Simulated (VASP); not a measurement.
Input of a VASP 6.6.1 run:

File INCAR:

```
SYSTEM = C
ALGO = Normal
EDIFF = 1E-6
ENCUT = 520
GGA = PE
GGA_COMPAT = .FALSE.
ISIF = 2
ISMEAR = -1
LASPH = .TRUE.
LCHARG = .FALSE.
LREAL = Auto
LWAVE = .FALSE.
NBANDS = 88
NELM = 120
PREC = Accurate
SIGMA = 0.01
```

Contents of KPOINTS:

```
k-points
0
G
  1 1 1
  0 0 0
```

POSCAR

```
C
1.0
   -3.5715719948      3.5715719948      3.5715719948
    3.5715719948     -3.5715719948      3.5715719948
    3.5715719948      3.5715719948     -3.5715719948
C
33
Direct
    0.0094380434      0.0060360028      0.0092340613
   -0.0004720447      0.2457298530      0.7454407822
    0.0005868043      0.4950768773      0.4971213127
   -0.0093180561      0.7489760812      0.2475271140
    0.2643262913      0.0043906731      0.7529671626
    0.2488716907      0.2543008256      0.5046459349
    0.2058710889      0.4870828690      0.2227043119
    0.2477159688      0.7510899677     -0.0074358809
    0.4847457994      0.0129517287      0.4697108890
    0.5023686657      0.2622347808      0.2488190341
    0.4977668804      0.4956507149      0.0108081748
    0.5152547241      0.7340897687      0.7790784314
    0.7511963615      0.0049357395      0.2563296608
    0.7357875340      0.2378238713     -0.0090147481
    0.7523922874      0.4940373473      0.7542998415
    0.7943086741      0.7660031165      0.5321139813
    0.0270888861      0.0103779313      0.7644594708
    0.0000419508      0.2500058771      0.5008797894
   -0.0269416933      0.4865535052      0.2342242851
    0.0000515883      0.7500331176      0.0009036455
    0.2445694795      0.0052633760      0.4950553258
    0.2517482512      0.2611747022      0.2560850812
    0.2389806970      0.4947922926     -0.0098328904
    0.2560087067      0.7465149049      0.7457005093
    0.4968271105      0.0135014133      0.2373748961
    0.5000585602      0.2500171959      0.0008818652
    0.5032294951      0.4897054217      0.7675869771
    0.4105188573      0.7500080841      0.4111183259
    0.7555150077     -0.0003296210      0.0115952877
    0.7440782516      0.2388881165      0.7414345774
    0.7611570151      0.5003402537      0.5067352137
    0.7483775406      0.7535178544      0.2603553661
    0.5896643299      0.7496414381      0.5904001384
```

Potentials or basis: VASP PAW PBE potentials, release 64 (C).

Run with:

```console
$ cat potpaw_PBE.64/C/POTCAR > POTCAR
$ mpirun -np 1 vasp_gam > vasp.out
```

(1) What does it give for the largest force?

(2) Estimate the band gap on the k mesh.

(3) Estimate the pressure.

Answers

(1) 0.991 eV/Å.

(2) 0.65 eV.

(3) 29.0 GPa.

Caveat: the k points lie up to 1.24 Å⁻¹ apart.
